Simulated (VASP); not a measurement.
Input of a VASP 6.6.1 run:

The input INCAR:

```
PREC = Accurate
ENCUT = 520
EDIFF = 1E-6
ISMEAR = -1
SIGMA = 0.05
LREAL = False
LASPH = True
NELM = 60
ALGO = Normal
ISIF = 2
LWAVE = False
LCHARG = False
GGA = CA
NBANDS = 35
```

File KPOINTS:

```
regular mesh
0
Gamma
  7 7 7
```

Contents of POSCAR:

```
Al2O3
1.0
    2.3645764497      1.3651888498      4.2972874447
   -2.3645764497      1.3651888498      4.2972874447
    0.0000000000     -2.7303776996      4.2972874446
Al O
4 6
Direct
    0.8520243483      0.8520243483      0.8520243483
    0.6479756517      0.6479756517      0.6479756517
    0.1479756517      0.1479756517      0.1479756517
    0.3520243483      0.3520243483      0.3520243483
    0.0558593844      0.7500000000      0.4441406156
    0.7500000000      0.4441406156      0.0558593844
    0.4441406156      0.0558593844      0.7500000000
    0.9441406156      0.2500000000      0.5558593844
    0.2500000000      0.5558593844      0.9441406156
    0.5558593844      0.9441406156      0.2500000000
```

Potentials or basis: VASP PAW LDA potentials, release 64 (Al, O).

Run with:

```bash
$ cat potpaw_LDA.64/Al/POTCAR potpaw_LDA.64/O/POTCAR > POTCAR
$ mpirun -np 1 vasp_std > vasp.out
```

(1) Predict the band gap on the k mesh.

(2) What does it give for the pressure?

(3) What does it give for the largest force?

Answers

(1) 6.44 eV.

(2) 0.8 GPa.

(3) 0.012 eV/Å.

**The experiment to reproduce.**

“Multi-petahertz electron interference in Cr:Al2O3 solid-state material”, 2018, pmc:5906618 quotes, for a bulk crystal of Al2O3: band gap 8.7 eV (optical).

A measured gap of Al2O3 is 8.7 eV (optical; quoted in “Multi-petahertz electron interference in Cr:Al2O3 solid-state material”, 2018, pmc:5906618); the calculated 6.44 eV misses it by -2.26 eV. The value is that of LDA on a finite k mesh, which can miss the band edges, without temperature or zero-point motion. Semilocal functionals fall short of measured gaps as a rule.
